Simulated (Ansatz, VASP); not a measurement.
# CaSe in VASP and in Ansatz

```xyz
2
Lattice="0.0000 2.9560 2.9560 2.9560 0.0000 2.9560 2.9560 2.9560 0.0000" Properties=species:S:1:pos:R:3 pbc="T T T"
Ca    0.0000    0.0000    0.0000
Se    2.9560    2.9560    2.9560
```

Alike in both runs: task single point; functional LDA; k mesh 7 × 7 × 7; occupations fermi-dirac, width 0.02 eV; no spin polarisation.

```csv
,VASP,Ansatz
version,VASP 6.6.1,Ansatz 0.2.0
potentials or method,"VASP PAW LDA potentials, release 64 (Ca_sv, Se), cutoff 500 eV","all-electron LAPW, scalar-relativistic"
```

|  | VASP | Ansatz | Ansatz less VASP |
| --- | --- | --- | --- |
| gap on the k mesh at the Fermi level (eV) | 1.92 | 1.94 | +0.015 |
| pressure (GPa) | -2.9 | -3.1 | -0.23 |

LDA's correlation is that of Perdew and Zunger in VASP and of Perdew and Wang (1992) in Ansatz. Ansatz ran all-electron here, and VASP with PAW potentials.
